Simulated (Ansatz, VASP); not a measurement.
## Cs: VASP beside Ansatz

Contents of INCAR:

```
ALGO = Normal
EDIFF = 1E-6
ENCUT = 520
GGA = PS
ISIF = 2
ISMEAR = 0
LASPH = T
LCHARG = F
LREAL = F
LWAVE = F
NBANDS = 10
NELM = 80
PREC = Accurate
SIGMA = 0.15
```

The input KPOINTS:

```
k-points
0
Gamma
  10 10 10
```

File POSCAR:

```
Cs
1.0
    0.0000000000      3.6324688808      4.1062691696
    3.6324688808      0.0000000000      4.1062691696
    3.6324688808      3.6324688808      0.0000000000
Cs
1
Direct
    0.0000000000      0.0000000000      0.0000000000
```

Input for Ansatz:

```yaml
crystal:
  lattice:
    - [0.0, 3.6324688808, 4.1062691696]
    - [3.6324688808, 0.0, 4.1062691696]
    - [3.6324688808, 3.6324688808, 0.0]
  atoms:
    - { symbol: Cs, position: [0.0, 0.0, 0.0] }
basis:
  ecutwfc: 420
kpoints:
  mp_grid: { grid: [10, 10, 10] }
hamiltonian:
  xc: pbesol
scf:
  occupations: { method: gaussian, width: 0.15 }
output:
  forces: true
  stress: true
  eigenvalues: true
```

Change from the starting cell: strain -0.080 along x and y, +0.040 along z, atoms carried along.

Alike in both runs: task single point; functional PBEsol; k mesh 10 × 10 × 10; occupations gaussian, width 0.15 eV; no spin polarisation.

|  | VASP | Ansatz |
| --- | --- | --- |
| version | VASP 6.6.1 | Ansatz 0.2.0 |
| potentials or method | VASP PAW PBE potentials, release 64 (Cs_sv), cutoff 520 eV | scalar-relativistic, plane waves, PAW |
| valence electrons in the cell | 9 | 9 |

```tsv
	VASP	Ansatz	Ansatz less VASP
gap on the k mesh at the Fermi level (eV)	none	none	-
pressure (GPa)	0.0	0.0	+0.01
traceless stress, the component that is largest in VASP (GPa)	-0.07	-0.07	0.000
```

VASP's potentials were made for PBE, not for PBEsol. A gap of «none» marks a metal or a gap that the smearing closes.

Neither program's run includes spin-orbit coupling.
